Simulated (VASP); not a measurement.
**InSe: single point with PBE**

Crystal: InSe.

```
CELL_PARAMETERS angstrom
5.74189 -2.06238 -0.13064
5.74189 2.06238 -0.13064
-1.66235 0.00000 5.46037
ATOMIC_POSITIONS crystal
In 0.88211 0.88211 0.02352
In 0.11789 0.11789 0.97648
Se 0.65642 0.65642 0.70015
Se 0.34358 0.34358 0.29985
```

This cell differs from its parent crystal: atoms displaced along a vibrational mode.

```
Program             : VASP 6.6.1
Task                : single point
Functional          : PBE
Potentials or basis : VASP PAW PBE potentials, release 64 (In_d, Se)
Cutoff              : 520 eV
k mesh              : 8 × 8 × 6
Occupations         : gaussian, width 0.05 eV
Spin                : no spin polarisation
```

```yaml
Pressure: 0.5 GPa
Largest_force: 0.251 eV/Å
Band_gap_on_the_k_mesh: 1.09 eV (least direct gap 1.22 eV)
```

Forces on the atoms (eV/Å):
```
In   0.071  0.000  0.241
In  -0.071  0.000 -0.241
Se   0.124  0.000 -0.017
Se  -0.124  0.000  0.017
```

Stress tensor (GPa, compression positive):
```
 0.89  0.00 -0.21
 0.00  0.45  0.00
-0.21  0.00  0.05
```

Levels at points of the mesh, in eV from the valence-band top:
```
           k point  band 16  band 17  band 18  band 19  band 20  band 21  band 22  band 23
(0.00, 0.00, 0.00)    -1.90    -1.84    -1.15    -1.13     2.09     2.29     3.41     4.51
(0.50, 0.00, 0.00)    -2.38    -2.11    -1.70    -1.24     1.67     2.16     3.62     3.74
(0.50, 0.50, 0.00)    -2.16    -1.70    -0.82     0.00     1.57     2.68     3.87     3.90
(0.00, 0.00, 0.50)    -1.83    -1.67    -1.02    -0.77     1.17     1.78     3.48     4.04
(0.50, 0.00, 0.50)    -2.85    -2.32    -1.96    -1.16     2.26     3.10     4.08     4.31
(0.50, 0.50, 0.50)    -1.84    -1.17    -0.90    -0.26     1.95     2.85     3.22     4.81
```

It took 6 min on 1 thread of AMD EPYC 7R13 Processor (Zen 3) (shared host), peak memory 0.49 GiB.

Caveat: the cell differs from its parent crystal (atoms displaced along a vibrational mode); spin-orbit coupling is left out, which moves the levels of the heavy elements. A k mesh can miss the band edges.
